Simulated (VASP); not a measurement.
# WSe (Fm-3m) in VASP: notebook, part 2 of 2

VASP 6.6.1.

## Step 4: Single point, PBE, collinear spin

Contents of INCAR:

```
ALGO     = Normal         # electronic algorithm
EDIFF    = 1E-7           # SCF threshold, eV
ENCUT    = 520            # plane-wave cutoff, eV
GGA      = PE             # functional
ISIF     = 2              # what is computed and relaxed
ISMEAR   = 0              # smearing method
ISPIN    = 2              # spin polarisation
LASPH    = True           # aspherical terms in the spheres
LCHARG   = False          # write CHGCAR
LMAXMIX  = 4              # l up to which the mixer works
LORBIT   = 11             # projections on sites
LREAL    = False          # projectors in reciprocal space
LWAVE    = False          # write WAVECAR
MAGMOM   = 2.19 0         # initial moments
NBANDS   = 21             # bands
NELM     = 150            # most SCF steps
PREC     = Accurate       # precision mode
SIGMA    = 0.1            # smearing width, eV
```

Contents of KPOINTS:

```
k-points
0
Gamma
  6 6 6
```

Contents of POSCAR:

```
WSe
1.0
    0.0000000000      2.7761939885      2.7761939885
    2.7761939885      0.0000000000      2.7761939885
    2.7761939885      2.7761939885      0.0000000000
W Se
1 1
Direct
    0.0000000000      0.0000000000      0.0000000000
    0.5000000000      0.5000000000      0.5000000000
```

Potentials or basis: VASP PAW PBE potentials, release 64 (W_sv, Se).

On the command line:

```sh
$ cat potpaw_PBE.64/W_sv/POTCAR potpaw_PBE.64/Se/POTCAR > POTCAR
$ mpirun -np 1 vasp_std > vasp.out
```

OUTCAR:

```text
EDIFF = 1E-7
   ENCUT = 520
   GGA = PE
   ISIF = 2
   ISMEAR = 0
   ISPIN = 2
   LASPH = True
   LORBIT = 11
   LREAL = False
   NELM = 150
   PREC = Accurate

 ion  position               nearest neighbor table
   1  0.000  0.000  0.000-   2 2.78   2 2.78   2 2.78   2 2.78   2 2.78   2 2.78
   2  0.500  0.500  0.500-   1 2.78   1 2.78   1 2.78   1 2.78   1 2.78   1 2.78

  LATTYP: Found a face centered cubic cell.
 ALAT       =     5.5523879770

  Lattice vectors:

 A1 = (   0.0000000000,   2.7761939885,   2.7761939885)
 A2 = (   2.7761939885,   0.0000000000,   2.7761939885)
 A3 = (   2.7761939885,   2.7761939885,   0.0000000000)

Analysis of symmetry for initial positions (statically):
=====================================================================
 Subroutine PRICEL returns:
 Original cell was already a primitive cell.

 Routine SETGRP: Setting up the symmetry group for a
 face centered cubic supercell.

 Subroutine GETGRP returns: Found 48 space group operations
 (whereof 48 operations were pure point group operations)
 out of a pool of 48 trial point group operations.

The static configuration has the point symmetry O_h .

Analysis of symmetry for dynamics (positions and initial velocities):
=====================================================================
 Subroutine PRICEL returns:
 Original cell was already a primitive cell.

 Routine SETGRP: Setting up the symmetry group for a
 face centered cubic supercell.

 Subroutine GETGRP returns: Found 48 space group operations
 (whereof 48 operations were pure point group operations)
 out of a pool of 48 trial point group operations.

The dynamic configuration has the point symmetry O_h .

Analysis of structural, dynamic, and magnetic symmetry:
=====================================================================
 Subroutine PRICEL returns:
 Original cell was already a primitive cell.

[... 141 lines left out ...]
  ext. energy  EPLUGINS =         0.00000000
  ---------------------------------------------------
  free energy    TOTEN  =       -13.78926673 eV

  energy without entropy =      -13.77608727  energy(sigma->0) =      -13.78267700

 E-fermi :   7.1370     XC(G=0): -10.9706

 val. band max:        7.1333604158   @ k =   0.3333   0.3333   0.0000
 cond. band min:       7.1387313831   @ k =  -0.3333   0.3333   0.0000
 fundamental gap:      0.0053709674
 Fermi energy:         7.1370460708

 spin component 1

 k-point     1 :       0.0000    0.0000    0.0000
  band No.  band energies     occupation
      1     -67.6866      1.00000
      2     -32.0488      1.00000
      3     -32.0488      1.00000
      4     -32.0488      1.00000
      5      -8.2921      1.00000
      6       4.6052      1.00000
[... 373 lines left out ...]
     20      20.4299      0.00000
     21      23.3997      0.00000
 Fermi energy:         7.1370460708

 spin component 2

 k-point     1 :       0.0000    0.0000    0.0000
  band No.  band energies     occupation
      1     -66.7086      1.00000
      2     -30.7243      1.00000
      3     -30.7243      1.00000
      4     -30.7243      1.00000
      5      -8.1597      1.00000
      6       4.6438      1.00000
[... 373 lines left out ...]
     20      20.4655      0.00000
     21      23.9523      0.00000

------------------------ aborting loop because EDIFF is reached ----------------------------------------

  FORCE on cell =-STRESS in cart. coord.  units (eV):
  Direction    XX          YY          ZZ          XY          YZ          ZX
  --------------------------------------------------------------------------------------
  -------------------------------------------------------------------------------------
  Total       -2.7043500     -2.7043500     -2.7043500      0.0000000     -0.0000000      0.0000000
  in kB     -101.2497712   -101.2497712   -101.2497712      0.0000000     -0.0000000      0.0000000
  external PRESSURE =    -101.2497712 kB  Pullay stress =       0.0000000 kB

 VOLUME and BASIS-vectors are now :
 -----------------------------------------------------------------------------
  energy-cutoff  :      520.00
  volume of cell :       42.79
      direct lattice vectors                 reciprocal lattice vectors
     0.000000000  2.776193989  2.776193989    -0.180102688  0.180102688  0.180102688
     2.776193989  0.000000000  2.776193989     0.180102688 -0.180102688  0.180102688
     2.776193989  2.776193989  0.000000000     0.180102688  0.180102688 -0.180102688

 POSITION                                       TOTAL-FORCE (eV/Angst)
 -----------------------------------------------------------------------------------
      0.00000      0.00000      0.00000        -0.000000      0.000000     -0.000000
      2.77619      2.77619      2.77619         0.000000     -0.000000      0.000000
 -----------------------------------------------------------------------------------
    total drift:                               -0.000000      0.000000      0.000000

  FREE ENERGIE OF THE ION-ELECTRON SYSTEM (eV)
  ---------------------------------------------------
  free  energy   TOTEN  =       -13.7892667263 eV

  energy  without entropy=      -13.7760872719  energy(sigma->0) =      -13.78267700

 total charge

# of ion       s       p       d       tot
------------------------------------------
    1        2.290   6.081   3.383  11.753
    2        1.439   2.292   0.083   3.814
--------------------------------------------------
tot          3.729   8.373   3.465  15.567

 magnetization (x)

# of ion       s       p       d       tot
------------------------------------------
    1        0.120   0.014   2.024   2.157
    2        0.014  -0.072   0.032  -0.027
--------------------------------------------------
tot          0.134  -0.058   2.055   2.131
```

OSZICAR:

```text
N       E                     dE             d eps       ncg     rms          rms(c)
DAV:   1     0.153012641351E+03    0.15301E+03   -0.92880E+03  1344   0.929E+02
DAV:   2    -0.782401963339E+01   -0.16084E+03   -0.15447E+03  1488   0.283E+02
DAV:   3    -0.140139144152E+02   -0.61899E+01   -0.60865E+01  1582   0.515E+01
DAV:   4    -0.140681785055E+02   -0.54264E-01   -0.54182E-01  1499   0.522E+00
DAV:   5    -0.140686312357E+02   -0.45273E-03   -0.45273E-03  1539   0.488E-01    0.119E+01
DAV:   6    -0.137117013697E+02    0.35693E+00   -0.16636E+00  1469   0.801E+00    0.504E+00
DAV:   7    -0.137633083085E+02   -0.51607E-01   -0.89015E-02  1454   0.197E+00    0.255E+00
DAV:   8    -0.137827116912E+02   -0.19403E-01   -0.27969E-02  1479   0.113E+00    0.156E+00
DAV:   9    -0.137890561239E+02   -0.63444E-02   -0.65669E-03  1519   0.544E-01    0.384E-01
DAV:  10    -0.137892573776E+02   -0.20125E-03   -0.15541E-03  1489   0.232E-01    0.199E-01
DAV:  11    -0.137892007970E+02    0.56581E-04   -0.14158E-03  1495   0.238E-01    0.752E-02
DAV:  12    -0.137892417603E+02   -0.40963E-04   -0.12545E-04  1414   0.643E-02    0.397E-02
DAV:  13    -0.137892656827E+02   -0.23922E-04   -0.35975E-05  1472   0.364E-02    0.186E-02
DAV:  14    -0.137892665819E+02   -0.89925E-06   -0.10505E-05  1538   0.228E-02    0.515E-03
DAV:  15    -0.137892667471E+02   -0.16517E-06   -0.73587E-07  1444   0.496E-03    0.271E-03
DAV:  16    -0.137892667263E+02    0.20754E-07   -0.63761E-08  1146   0.162E-03
   1 F= -.13789267E+02 E0= -.13782677E+02  d E =-.131795E-01  mag=     2.6949
```

Run time: 54 s. Hardware: 1 thread of Intel Xeon 8259CL, shared host; peak memory 0.19 GiB.

What came out:

| Quantity | Value |
| --- | --- |
| Free energy | -13.7893 eV |
| Pressure | -10.1 GPa |
| Net moment | 2.69 μB per cell |
| Site moments | W +2.16; Se -0.03 μB |
| Valence electrons inside the program's atomic spheres | W 11.75; Se 3.81 |

Levels at points of the mesh, in eV from the Fermi level:
Spin up:
```
           k point  band 8  band 9  band 10  band 11  band 12  band 13  band 14  band 15
(0.00, 0.00, 0.00)   -2.53   -2.15    -2.15    -2.15    -1.68    -1.68    -0.27     7.59
(0.50, 0.00, 0.00)   -5.25   -0.58    -0.58    -0.36     1.80     3.71     3.71     5.11
(0.50, 0.50, 0.00)   -3.89   -3.43    -0.95    -0.66    -0.09    -0.09     0.82     8.75
```
Spin down:
```tsv
k point	band 5	band 6	band 7	band 8	band 9	band 10	band 11	band 12	band 13	band 14
(0.00, 0.00, 0.00)	-15.30	-2.49	-2.49	-2.49	-0.54	-0.54	-0.54	-0.38	-0.38	0.66
(0.50, 0.00, 0.00)	-14.17	-7.21	-4.71	-4.71	1.27	1.27	1.43	2.39	4.65	4.65
(0.50, 0.50, 0.00)	-14.33	-5.75	-3.74	-3.74	-2.05	0.42	0.65	1.89	1.89	2.15
```

Caveat: the cell stands under tension; spin-orbit coupling is left out, which moves the levels of the heavy elements.

## Step 5: Single point, PBE

This run uses another cell than the first one, of 17.89 Å³/atom.

Contents of INCAR:

```
  ALGO = Normal
  EDIFF = 1E-6
  ENCUT = 520
  GGA = PE
  ISIF = 2
  ISMEAR = 0
  LASPH = True
  LCHARG = False
  LREAL = False
  LWAVE = False
  NBANDS = 17
  NELM = 60
  PREC = Accurate
  SIGMA = 0.1
```

Contents of KPOINTS:

```
k-points
0
Gamma
  18 18 18
```

Contents of POSCAR:

```
WSe
1.0
    0.0000000000      2.6153187715      2.6153187715
    2.6153187715      0.0000000000      2.6153187715
    2.6153187715      2.6153187715      0.0000000000
W Se
1 1
Direct
    0.0000000000      0.0000000000      0.0000000000
    0.5000000000      0.5000000000      0.5000000000
```

On the command line:

```sh
$ cat potpaw_PBE.64/W_sv/POTCAR potpaw_PBE.64/Se/POTCAR > POTCAR
$ mpirun -np 1 vasp_std > vasp.out
```

Wall time 2.6 min (1 thread of Intel Xeon 8259CL, shared host); peak memory 0.25 GiB.

The run converged. Its results:

```
Free energy            : -14.0640 eV
Pressure               : 0.3 GPa
Band gap on the k mesh : zero (bands 10 and 11 overlap by 2.61 eV)
```

Levels at points of the mesh, in eV from the Fermi level:
```tsv
k point	band 6	band 7	band 8	band 9	band 10	band 11	band 12	band 13	band 14	band 15
(0.00, 0.00, 0.00)	-2.69	-2.69	-2.69	-2.16	-2.16	-2.16	-1.67	-1.67	1.34	7.56
(0.50, 0.00, 0.00)	-8.85	-6.00	-6.00	0.06	0.06	0.43	1.99	5.29	5.29	5.70
(0.50, 0.50, 0.00)	-6.81	-4.29	-4.29	-3.93	-0.67	0.17	0.80	0.80	2.20	10.19
```

Caveat: spin-orbit coupling is left out, which moves the levels of the heavy elements.

## Step 6: Overview

| spin | cell | k mesh | gap on the mesh (eV) | pressure (GPa) | moment (μB) |
| --- | --- | --- | --- | --- | --- |
| off | a = 3.926 Å, angles 60.0°, 2 atoms | 6 × 6 × 6 | none | -17.3 | - |
| collinear | a = 3.706 Å, angles 60.0°, 2 atoms | 6 × 6 × 6 | none | -0.1 | 0.06 |
| collinear | a = 3.926 Å, angles 60.0°, 2 atoms | 6 × 6 × 6 | none | -10.1 | 2.69 |
| off | a = 3.699 Å, angles 60.0°, 2 atoms | 18 × 18 × 18 | none | 0.3 | - |

Alike in all rows: task single point; level PBE; potentials or basis VASP PAW PBE potentials, release 64 (W_sv, Se); cutoff (eV) 520; smearing gaussian 0.1 eV.

Caveats: spin-orbit coupling is left out, which moves the levels of the heavy elements; the cell stands under tension (at least some runs).

Total energies depend on the potentials used, so only differences within one code and one set of settings carry meaning.
